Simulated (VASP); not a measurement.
## SnO: vibrations by perturbation theory with PBEsol

SnO:

```
Sn O
1.0
     3.80409    0.00000    0.00000
     0.00000    3.80409    0.00000
     0.00000    0.00000    4.74872
Sn O
2 2
Direct
  0.50000 0.00000 0.24282
  0.00000 0.50000 0.75718
  0.00000 0.00000 0.00000
  0.50000 0.50000 0.00000
```

```json
{
  "Program": "VASP 6.6.1",
  "Task": "vibrations by perturbation theory",
  "Functional": "PBEsol",
  "Potentials or basis": "VASP PAW PBE potentials, release 64 (Sn_d, O)",
  "Cutoff": "520 eV",
  "k mesh": "10 × 10 × 8",
  "Occupations": "fermi-dirac, width 0.08 eV",
  "Spin": "no spin polarisation",
  "Dipole correction": "no",
  "Further INCAR settings": "ALGO = Normal; EDIFF = 1e-08; IBRION = 8; NSW = 1"
}
```

```yaml
Highest_phonon_frequency_at_Γ_LO-TO_splitting_left_out: 461 cm⁻¹
```

Phonon frequencies in cm⁻¹ (negative: imaginary):
```tsv
q point	frequencies
(0.000, 0.000, 0.000)	0 0 0 114 114 207 269 269 349 366 461 461
```

Wall time 27 min on 1 thread of Oxide Virtual Turin-like Processor, with other jobs on the host, peak memory 0.84 GiB.
